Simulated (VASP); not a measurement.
# TaN (Fm-3m) in VASP: further runs, part 2 of 2

VASP 6.6.1.

### 3 Single point, PBE

Contents of INCAR:

```
SYSTEM = TaN
ALGO = Normal
EDIFF = 1E-6
ENCUT = 520
GGA = PE
ISIF = 2
ISMEAR = -1
LASPH = .True.
LCHARG = .True.
LELF = .True.
LREAL = .False.
LVHAR = .True.
LWAVE = .False.
NBANDS = 15
NELM = 80
PREC = Accurate
SIGMA = 0.1
```

Contents of KPOINTS:

```
k-points
0
Gamma
  12 12 12
  0 0 0
```

Contents of POSCAR:

```
TaN
1.0
    0.0000000000      2.1790000000      2.1790000000
    2.1790000000      0.0000000000      2.1790000000
    2.1790000000      2.1790000000      0.0000000000
Ta N
1 1
Direct
    0.5000000000      0.5000000000      0.5000000000
    0.0000000000      0.0000000000      0.0000000000
```

Potentials or basis: VASP PAW PBE potentials, release 64 (Ta_pv, N).

On the command line:

```sh
cat potpaw_PBE.64/Ta_pv/POTCAR potpaw_PBE.64/N/POTCAR > POTCAR
mpirun -np 1 vasp_std > vasp.out
```

OUTCAR:

```text
SYSTEM = TaN
   EDIFF = 1E-6
   ENCUT = 520
   GGA = PE
   ISIF = 2
   ISMEAR = -1
   LASPH = .True.
   LREAL = .False.
   NELM = 80
   PREC = Accurate

 ion  position               nearest neighbor table
   1  0.500  0.500  0.500-   2 2.18   2 2.18   2 2.18   2 2.18   2 2.18   2 2.18
   2  0.000  0.000  0.000-   1 2.18   1 2.18   1 2.18   1 2.18   1 2.18   1 2.18

  LATTYP: Found a face centered cubic cell.
 ALAT       =     4.3580000000

  Lattice vectors:

 A1 = (   0.0000000000,   2.1790000000,   2.1790000000)
 A2 = (   2.1790000000,   0.0000000000,   2.1790000000)
 A3 = (   2.1790000000,   2.1790000000,   0.0000000000)

Analysis of symmetry for initial positions (statically):
=====================================================================
 Subroutine PRICEL returns:
 Original cell was already a primitive cell.

 Routine SETGRP: Setting up the symmetry group for a
 face centered cubic supercell.

 Subroutine GETGRP returns: Found 48 space group operations
 (whereof 48 operations were pure point group operations)
 out of a pool of 48 trial point group operations.

The static configuration has the point symmetry O_h .

Analysis of symmetry for dynamics (positions and initial velocities):
=====================================================================
 Subroutine PRICEL returns:
 Original cell was already a primitive cell.

 Routine SETGRP: Setting up the symmetry group for a
 face centered cubic supercell.

 Subroutine GETGRP returns: Found 48 space group operations
 (whereof 48 operations were pure point group operations)
 out of a pool of 48 trial point group operations.

The dynamic configuration has the point symmetry O_h .

 Subroutine INISYM returns: Found 48 space group operations
 (whereof 48 operations are pure point group operations),
 and found     1 'primitive' translations

----------------------------------------------------------------------------------------

                                     Primitive cell

  volume of cell :      20.6920

  direct lattice vectors                    reciprocal lattice vectors
     0.000000000  2.179000000  2.179000000    -0.229463056  0.229463056  0.229463056
     2.179000000  0.000000000  2.179000000     0.229463056 -0.229463056  0.229463056
     2.179000000  2.179000000  0.000000000     0.229463056  0.229463056 -0.229463056

  length of vectors
     3.081571352  3.081571352  3.081571352     0.397441672  0.397441672  0.397441672

  position of ions in fractional coordinates (direct lattice)
     0.500000000  0.500000000  0.500000000
     0.000000000  0.000000000  0.000000000

  ion indices of the primitive-cell ions
   primitive index   ion index
                 1           1
                 2           2

----------------------------------------------------------------------------------------

 KPOINTS: k-points

Automatic generation of k-mesh.
 Grid dimensions read from file:
 generate k-points for:   12   12   12

 Generating k-lattice:

  Cartesian coordinates                     Fractional coordinates (reciprocal lattice)
    -0.019121921  0.019121921  0.019121921     0.083333333  0.000000000  0.000000000
     0.019121921 -0.019121921  0.019121921     0.000000000  0.083333333  0.000000000
     0.019121921  0.019121921 -0.019121921     0.000000000  0.000000000  0.083333333

  Length of vectors
     0.033120139  0.033120139  0.033120139

  Shift w.r.t. Gamma in fractional coordinates (k-lattice)
     0.000000000  0.000000000  0.000000000

 Subroutine IBZKPT returns following result:
 ===========================================

 Found     72 irreducible k-points:

 Following reciprocal coordinates:
            Coordinates               Weight
  0.000000  0.000000  0.000000      1.000000
  0.083333  0.000000  0.000000      8.000000
  0.166667  0.000000  0.000000      8.000000
  0.250000  0.000000  0.000000      8.000000
  0.333333  0.000000  0.000000      8.000000
  0.416667  0.000000  0.000000      8.000000
[... 16 lines left out ...]
  0.500000  0.166667  0.000000     24.000000
 -0.416667  0.166667  0.000000     24.000000
 [... further k-points ...]
   k-points           NKPTS =     72   k-points in BZ     NKDIM =     72   number of bands    NBANDS=     15
   number of dos      NEDOS =    301   number of ions     NIONS =      2
   total plane-waves  NPLWV =  13824
   dimension x,y,z NGX =    24 NGY =   24 NGZ =   24
   dimension x,y,z NGXF=    48 NGYF=   48 NGZF=   48
   ions per type =               1   1
   NGX,Y,Z   is equivalent  to a cutoff of  12.95, 12.95, 12.95 a.u.
   NGXF,Y,Z  is equivalent  to a cutoff of  25.90, 25.90, 25.90 a.u.
 SYSTEM =  TaN
   PREC   = accura    normal or accurate (medium, high low for compatibility)
   ISTART =      0    job   : 0-new  1-cont  2-samecut
   ICHARG =      2    charge: 1-file 2-atom 10-const
   ISPIN  =      1    spin polarized calculation?
   LNONCOLLINEAR =      F non collinear calculations
   LSORBIT =      F    spin-orbit coupling
   LASPH  =      T    aspherical Exc in radial PAW
   ENCUT  =  520.0 eV  38.22 Ry    6.18 a.u.   5.73  5.73  5.73*2*pi/ulx,y,z
   NELM   =     80;   NELMIN=  2; NELMDL= -5     # of ELM steps
   EDIFF  = 0.1E-05   stopping-criterion for ELM
   LREAL  =      F    real-space projection
   EDIFFG = 0.1E-04   stopping-criterion for IOM
   NSW    =      0    number of steps for IOM
   IBRION =     -1    ionic relax: 0-MD 1-quasi-New 2-CG
   NFREE  =      0    steps in history (QN), initial steepest desc. (CG)
   ISIF   =      2    stress and relaxation
   ISYM   =      2    0-nonsym 1-usesym 2-fastsym
   POTIM  = 0.5000    time-step for ionic-motion
   TEBEG  =    0.0;   TEEND  =   0.0 temperature during run
   PSTRESS=    0.0 pullay stress
   NELECT =      16.0000    total number of electrons
   NUPDOWN=      -1.0000    fix difference up-down
   EMIN   =  10.00;   EMAX   =-10.00  energy-range for DOS
   EFERMI =   0.00;   METHOD = LEGACY
   ISMEAR =    -1;   SIGMA  =   0.10  broadening in eV -4-tet -1-fermi 0-gaus
   EFERMI_NEDOS =   21; number of points for ismear=-14 and -15
   IALGO  =     38    algorithm
   IMIX   =      4    mixing-type and parameters
     AMIX     =   0.40;   BMIX     =  1.00
     AMIX_MAG =   1.60;   BMIX_MAG =  1.00
  volume/ion in A,a.u.               =      10.35        69.82
  Fermi-wavevector in a.u.,A,eV,Ry     =   1.502615  2.839530 30.719922  2.257851
  Thomas-Fermi vector in A             =   2.613832
   LORBIT       =      0    0 simple, 1 ext, 2 COOP (PROOUT), +10 PAW based schemes
   GGA     = PE    functional components
   LHFCALC =     F    Hartree Fock is set to
   AEXX    =    0.0000 exact exchange contribution
   IVDW    =     0    specifies the selected vdW correction
   LEPSILON=     F    determine dielectric tensor
   LRPA    =     F    only Hartree local field effects (RPA)
 non-spin polarized calculation
  energy-cutoff  :      520.00
  volume of cell :       20.69
 maximum number of plane-waves:       568
   NGX = 11   NGY = 11   NGZ = 11

 number of electron      16.0000000 magnetization

 Free energy of the ion-electron system (eV)
  ---------------------------------------------------
  ext. energy  EPLUGINS =         0.00000000
  ---------------------------------------------------
  free energy    TOTEN  =       -21.79638253 eV

  energy without entropy =      -21.76637553  energy(sigma->0) =      -21.78137903

 E-fermi :   9.8288     XC(G=0): -13.5895

 val. band max:        9.8244913304   @ k =  -0.2500   0.4167   0.1667
 cond. band min:       9.8682753052   @ k =   0.2500   0.0833   0.0000
 fundamental gap:      0.0437839748
 Fermi energy:         9.8287960773

 k-point     1 :       0.0000    0.0000    0.0000
  band No.  band energies     occupation
      1     -25.8625      2.00000
      2     -25.8625      2.00000
      3     -25.8625      2.00000
      4      -9.2335      2.00000
      5       5.9503      2.00000
      6       5.9503      2.00000
      7       5.9503      2.00000
      8       7.6776      2.00000
      9       7.6776      2.00000
     10       7.6776      2.00000
     11       9.9310      0.52944
     12       9.9310      0.52944
     13      11.6151      0.00000
     14      19.2751      0.00000
     15      22.2880      0.00000
[... 397 lines left out ...]
 k-point    24 :      -0.4167    0.1667    0.0000
  band No.  band energies     occupation
      1     -26.7092      2.00000
      2     -26.1214      2.00000
      3     -25.9868      2.00000
      4      -6.4698      2.00000
      5       0.0214      2.00000
      6       2.3883      2.00000
      7       2.5114      2.00000
      8      10.5271      0.00185
      9      11.4435      0.00000
     10      11.6140      0.00000
     11      15.1914      0.00000
     12      17.4129      0.00000
     13      17.4973      0.00000
     14      20.8166      0.00000
     15      22.3018      0.00000

 [... further k-points ...]
[... 5 lines left out ...]
  --------------------------------------------------------------------------------------
  -------------------------------------------------------------------------------------
  Total        2.0231059      2.0231059      2.0231059      0.0000000      0.0000000      0.0000000
  in kB      156.6489577    156.6489577    156.6489577      0.0000000      0.0000000      0.0000000
  external PRESSURE =     156.6489577 kB  Pullay stress =       0.0000000 kB

 VOLUME and BASIS-vectors are now :
 -----------------------------------------------------------------------------
  energy-cutoff  :      520.00
  volume of cell :       20.69
      direct lattice vectors                 reciprocal lattice vectors
     0.000000000  2.179000000  2.179000000    -0.229463056  0.229463056  0.229463056
     2.179000000  0.000000000  2.179000000     0.229463056 -0.229463056  0.229463056
     2.179000000  2.179000000  0.000000000     0.229463056  0.229463056 -0.229463056

 POSITION                                       TOTAL-FORCE (eV/Angst)
 -----------------------------------------------------------------------------------
      2.17900      2.17900      2.17900        -0.000000     -0.000000     -0.000000
      0.00000      0.00000      0.00000         0.000000      0.000000      0.000000
 -----------------------------------------------------------------------------------
    total drift:                                0.000000     -0.000000     -0.000000

  FREE ENERGIE OF THE ION-ELECTRON SYSTEM (eV)
  ---------------------------------------------------
  free  energy   TOTEN  =       -21.7963825327 eV

  energy  without entropy=      -21.7663755309  energy(sigma->0) =      -21.78137903
```

OSZICAR:

```text
N       E                     dE             d eps       ncg     rms          rms(c)
DAV:   1     0.905630957038E+02    0.90563E+02   -0.86798E+03  2168   0.113E+03
DAV:   2    -0.221506886349E+02   -0.11271E+03   -0.10601E+03  2664   0.307E+02
DAV:   3    -0.248184481874E+02   -0.26678E+01   -0.26432E+01  2475   0.442E+01
DAV:   4    -0.248288445236E+02   -0.10396E-01   -0.10393E-01  2734   0.293E+00
DAV:   5    -0.248289122582E+02   -0.67735E-04   -0.67722E-04  2489   0.208E-01    0.256E+01
DAV:   6    -0.218721388290E+02    0.29568E+01   -0.54790E+00  2617   0.266E+01    0.106E+01
DAV:   7    -0.218289509136E+02    0.43188E-01   -0.59870E-01  2447   0.607E+00    0.737E+00
DAV:   8    -0.218040972669E+02    0.24854E-01   -0.13805E-01  2524   0.313E+00    0.183E+00
DAV:   9    -0.217964563924E+02    0.76409E-02   -0.20574E-02  2461   0.118E+00    0.329E-01
DAV:  10    -0.217964358922E+02    0.20500E-04   -0.16456E-03  2524   0.419E-01    0.628E-02
DAV:  11    -0.217963841607E+02    0.51731E-04   -0.11053E-04  2405   0.122E-01    0.263E-02
DAV:  12    -0.217963829955E+02    0.11653E-05   -0.10103E-05  2454   0.304E-02    0.568E-03
DAV:  13    -0.217963825327E+02    0.46280E-06   -0.33180E-07  1353   0.529E-03
   1 F= -.21796383E+02 E0= -.21781379E+02  d E =-.300070E-01
```

stdout:

```text
POSCAR found type information on POSCAR TaN
 POSCAR found :  2 types and       2 ions
 scaLAPACK will be used
 LDA part: xc-table for (Slater+PW92), standard interpolation
 POSCAR, INCAR and KPOINTS ok, starting setup
 FFT: planning ... GRIDC
 FFT: planning ... GRID_SOFT
 FFT: planning ... GRID
 WAVECAR not read
 entering main loop
```

It took 60 s on 1 thread of AMD EPYC 7R13, shared host; peak memory 0.12 GiB.

What came out:

```
Free energy            : -21.7964 eV
Pressure               : 15.7 GPa
Band gap on the k mesh : zero (band 8 reaches 11.85 eV, above the bottom of band 9 at 7.68 eV)
```

Caveat: spin-orbit coupling is left out, which moves the levels of the heavy elements.

### 4 Single point, RPBE

Contents of INCAR:

```
SYSTEM = TaN
ALGO = Normal
EDIFF = 1E-7
ENCUT = 520
GGA = RP
ISIF = 2
ISMEAR = -1
LASPH = .TRUE.
LCHARG = .FALSE.
LREAL = .FALSE.
LWAVE = .FALSE.
NBANDS = 15
NELM = 100
PREC = Accurate
SIGMA = 0.1
```

Contents of KPOINTS:

```
k-points
0
G
  12 12 12
  0 0 0
```

POSCAR is that of step 3.

On the command line:

```sh
cat potpaw_PBE.64/Ta_pv/POTCAR potpaw_PBE.64/N/POTCAR > POTCAR
mpirun -np 1 vasp_std > vasp.out
```

It took 61 s on 1 thread of AMD EPYC 7R13, shared host; peak memory 0.13 GiB.

It converged, with:

- Free energy: -20.7218 eV
- Pressure: 20.5 GPa
- Band gap on the k mesh: zero (band 8 reaches 11.96 eV, above the bottom of band 9 at 7.79 eV)

Levels at points of the mesh, in eV from the Fermi level:
| k point | band 5 | band 6 | band 7 | band 8 | band 9 | band 10 | band 11 | band 12 |
| --- | --- | --- | --- | --- | --- | --- | --- | --- |
| (0.00, 0.00, 0.00) | -3.89 | -3.89 | -3.89 | -2.15 | -2.15 | -2.15 | 0.11 | 0.11 |
| (0.50, 0.00, 0.00) | -10.58 | -7.76 | -7.76 | 2.02 | 2.02 | 2.12 | 3.91 | 7.87 |
| (0.50, 0.50, 0.00) | -6.70 | -5.63 | -4.70 | -4.70 | 2.25 | 3.73 | 3.73 | 4.84 |

Caveat: the PAW data sets were made with another functional, which shifts forces and pressure a little; spin-orbit coupling is left out, which moves the levels of the heavy elements.

### 5 Single point, PBEsol

Contents of INCAR:

```
PREC = Accurate
ENCUT = 520
EDIFF = 1E-7
ISMEAR = -1
SIGMA = 0.1
LREAL = False
LASPH = True
NELM = 80
ALGO = Normal
ISIF = 2
LWAVE = False
LCHARG = False
GGA = PS
NBANDS = 15
```

Contents of KPOINTS:

```
regular mesh
0
Gamma
  12 12 12
```

POSCAR is that of step 4.

On the command line:

```sh
cat potpaw_PBE.64/Ta_pv/POTCAR potpaw_PBE.64/N/POTCAR > POTCAR
mpirun -np 1 vasp_std > vasp.out
```

It took 62 s on 1 thread of AMD EPYC 7R13, shared host; peak memory 0.12 GiB.

It converged, with:

```yaml
Free_energy: -23.2187 eV
Pressure: 5.7 GPa
Band_gap_on_the_k_mesh: zero (band 8 reaches 11.68 eV, above the bottom of band 9 at 7.48 eV)
```

Levels at points of the mesh, in eV from the Fermi level:
```
           k point  band 4  band 5  band 6  band 7  band 8  band 9  band 10  band 11  band 12  band 13
(0.00, 0.00, 0.00)  -19.00   -3.84   -3.84   -3.84   -2.17   -2.17    -2.17     0.07     0.07     1.82
(0.50, 0.00, 0.00)  -15.76  -10.59   -7.75   -7.75    2.03    2.03     2.13     3.93     7.88     7.88
(0.50, 0.50, 0.00)  -17.72   -6.65   -5.66   -4.64   -4.64    2.22     3.76     3.76     4.89     7.08
```

Caveat: the PAW data sets were made with another functional, which shifts forces and pressure a little; spin-orbit coupling is left out, which moves the levels of the heavy elements.

### 6 The runs side by side

```csv
level,gap on the mesh (eV),pressure (GPa)
BLYP,none,29.7
PBE,none,15.7
RPBE,none,20.5
PBEsol,none,5.7
```

Alike in all rows: task single point; potentials or basis VASP PAW PBE potentials, release 64 (Ta_pv, N); no spin polarisation; cell as given; k mesh 12 × 12 × 12; cutoff (eV) 520; smearing fermi-dirac 0.1 eV.

Every run on the cell as given and a fine mesh finds a metal. The pressure there spans 5.7 GPa (PBEsol) to 29.7 GPa (BLYP); a positive pressure means that this level wants a larger cell, a negative one a smaller.

Caveats: spin-orbit coupling is left out, which moves the levels of the heavy elements; the PAW data sets were made with another functional, which shifts forces and pressure a little (some runs).

Absolute energies hang on the potentials; compare differences alone.
